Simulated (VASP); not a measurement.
# HfN (F-43m) in VASP: notebook, part 2 of 2

VASP 6.6.1.

### 3 Single point, PBEsol+D3(BJ)

This run uses another cell than the first one, of 15.83 Å³/atom, 1.029 times its volume.

Input file INCAR:

```
ALGO = Normal ; EDIFF = 1E-6
ENCUT = 520 ; GGA = PS
ISIF = 2 ; ISMEAR = 1
IVDW = 12 ; LASPH = True
LCHARG = True ; LELF = True
LREAL = False ; LVHAR = True
LWAVE = False ; NBANDS = 14
NELM = 100 ; PREC = Accurate
SIGMA = 0.1
```

Input file KPOINTS:

```
k-points
0
Gamma
  10 10 10
```

Input file POSCAR:

```
HfN
1.0
    0.0000000000      2.5108143339      2.5108143339
    2.5108143339      0.0000000000      2.5108143339
    2.5108143339      2.5108143339      0.0000000000
Hf N
1 1
Direct
    0.0000000000      0.0000000000      0.0000000000
    0.7500000000      0.7500000000      0.7500000000
```

Potentials or basis: VASP PAW PBE potentials, release 64 (Hf_pv, N).

Run with:

```console
$ cat potpaw_PBE.64/Hf_pv/POTCAR potpaw_PBE.64/N/POTCAR > POTCAR
$ mpirun -np 1 vasp_std > vasp.out
```

OUTCAR:

```text
EDIFF = 1E-6
   ENCUT = 520
   GGA = PS
   ISIF = 2
   ISMEAR = 1
   IVDW = 12
   LASPH = True
   LREAL = False
   NELM = 100
   PREC = Accurate
 IVDW          = 12

 ion  position               nearest neighbor table
   1  0.000  0.000  0.000-   2 2.17   2 2.17   2 2.17   2 2.17
   2  0.750  0.750  0.750-   1 2.17   1 2.17   1 2.17   1 2.17

  LATTYP: Found a face centered cubic cell.
 ALAT       =     5.0216286678

  Lattice vectors:

 A1 = (   0.0000000000,   2.5108143339,   2.5108143339)
 A2 = (   2.5108143339,   0.0000000000,   2.5108143339)
 A3 = (   2.5108143339,   2.5108143339,   0.0000000000)

Analysis of symmetry for initial positions (statically):
=====================================================================
 Subroutine PRICEL returns:
 Original cell was already a primitive cell.

 Routine SETGRP: Setting up the symmetry group for a
 face centered cubic supercell.

 Subroutine GETGRP returns: Found 24 space group operations
 (whereof 24 operations were pure point group operations)
 out of a pool of 48 trial point group operations.

The static configuration has the point symmetry T_d .

Analysis of symmetry for dynamics (positions and initial velocities):
[... 175 lines left out ...]
      7      -0.0523      2.00000
      8       4.2081      2.00000
      9       7.1359      0.00000
     10       7.1359      0.00000
     11      11.2412      0.00000
     12      11.2412      0.00000
     13      11.2412      0.00000
     14      17.0886      0.00000
[... 377 lines left out ...]
      1     -26.4924      2.00000
      2     -26.3108      2.00000
      3     -26.3000      2.00000
      4      -9.6012      2.00000
      5      -1.3037      2.00000
      6       1.0361      2.00000
      7       1.1058      2.00000
      8       4.3760      2.00000
      9       7.6202      0.00000
     10       8.2900      0.00000
     11      10.0876      0.00000
     12      10.4492      0.00000
     13      11.2533      0.00000
     14      15.5777      0.00000

 [... further k-points ...]

------------------------ aborting loop because EDIFF is reached ----------------------------------------

 Edisp (eV)   -0.56282

 E8    (eV) :    -0.3948

  FORCE on cell =-STRESS in cart. coord.  units (eV):
  Direction    XX          YY          ZZ          XY          YZ          ZX
  --------------------------------------------------------------------------------------
  -------------------------------------------------------------------------------------
  Total      -3.86961    -3.86961    -3.86961     0.00000     0.00000     0.00000
  in kB    -195.84106  -195.84106  -195.84106     0.00000     0.00000     0.00000
  external pressure =     -195.84 kB  Pullay stress =        0.00 kB

 VOLUME and BASIS-vectors are now :
 -----------------------------------------------------------------------------
  energy-cutoff  :      520.00
  volume of cell :       31.66
      direct lattice vectors                 reciprocal lattice vectors
     0.000000000  2.510814334  2.510814334    -0.199138580  0.199138580  0.199138580
     2.510814334  0.000000000  2.510814334     0.199138580 -0.199138580  0.199138580
     2.510814334  2.510814334  0.000000000     0.199138580  0.199138580 -0.199138580

 POSITION                                       TOTAL-FORCE (eV/Angst)
 -----------------------------------------------------------------------------------
      0.00000      0.00000      0.00000         0.000000      0.000000      0.000000
      3.76622      3.76622      3.76622        -0.000000     -0.000000     -0.000000
 -----------------------------------------------------------------------------------
    total drift:                                0.000000      0.000000      0.000000

  FREE ENERGIE OF THE ION-ELECTRON SYSTEM (eV)
  ---------------------------------------------------
  free  energy   TOTEN  =       -22.6683981566 eV

  energy  without entropy=      -22.6680472550  energy(sigma->0) =      -22.66828119
```

OSZICAR:

```text
N       E                     dE             d eps       ncg     rms          rms(c)
DAV:   1     0.402224386553E+02    0.40222E+02   -0.76514E+03  1316   0.966E+02
DAV:   2    -0.229224753601E+02   -0.63145E+02   -0.58864E+02  1818   0.226E+02
DAV:   3    -0.254578431526E+02   -0.25354E+01   -0.25262E+01  1538   0.375E+01
DAV:   4    -0.254736652516E+02   -0.15822E-01   -0.15821E-01  1568   0.355E+00
DAV:   5    -0.254738372818E+02   -0.17203E-03   -0.17203E-03  1508   0.327E-01    0.483E+01
DAV:   6    -0.223108563147E+02    0.31630E+01   -0.12552E+01  1430   0.233E+01    0.360E+01
DAV:   7    -0.221397312947E+02    0.17113E+00   -0.76319E-01  1382   0.749E+00    0.238E+01
DAV:   8    -0.221181086511E+02    0.21623E-01   -0.17197E-01  1544   0.349E+00    0.708E+00
DAV:   9    -0.221057649225E+02    0.12344E-01   -0.33100E-02  1466   0.135E+00    0.167E+00
DAV:  10    -0.221056178062E+02    0.14712E-03   -0.17405E-03  1646   0.365E-01    0.241E-01
DAV:  11    -0.221055837934E+02    0.34013E-04   -0.12109E-04  1448   0.985E-02    0.803E-02
DAV:  12    -0.221055820701E+02    0.17233E-05   -0.18281E-05  1760   0.326E-02    0.203E-02
DAV:  13    -0.221055819470E+02    0.12315E-06   -0.83653E-07   844   0.869E-03
   1 F= -.22668398E+02 E0= -.22668281E+02  d E =-.350902E-03
```

stdout:

```text
POSCAR found type information on POSCAR HfN
 POSCAR found :  2 types and       2 ions
 scaLAPACK will be used
 -----------------------------------------------------------------------------
|                                                                             |
|                                                                             |
|     You enforced a specific xc type in the INCAR file but a different       |
|     I HOPE YOU KNOW WHAT YOU ARE DOING!                                     |
|                                                                             |
 -----------------------------------------------------------------------------

 LDA part: xc-table for (Slater+PW92), standard interpolation
 POSCAR, INCAR and KPOINTS ok, starting setup
 FFT: planning ... GRIDC
 FFT: planning ... GRID_SOFT
 FFT: planning ... GRID
 WAVECAR not read
 entering main loop
```

It took 11 s on 1 thread of Intel Xeon 6975P-C (Granite Rapids), shared host; peak memory 0.18 GiB.

Results:

```
Free energy                : -22.6684 eV
Pressure                   : -19.6 GPa
Dispersion energy per atom : -0.281 eV
```

Levels at points of the mesh, in eV from the Fermi level:
```tsv
k point	band 6	band 7	band 8	band 9	band 10	band 11
(0.00, 0.00, 0.00)	-5.15	-5.15	-0.89	2.03	2.03	6.14
(0.50, 0.00, 0.00)	-4.62	-4.62	1.41	2.48	2.48	3.91
(0.50, 0.50, 0.00)	-3.52	-3.52	-1.10	1.94	3.65	4.26
```

Caveat: three body term missing; the PAW data sets were made with another functional, which shifts forces and pressure a little; spin-orbit coupling is left out, which moves the levels of the heavy elements; pairwise dispersion overbinds metals, which lowers pressure and volume.
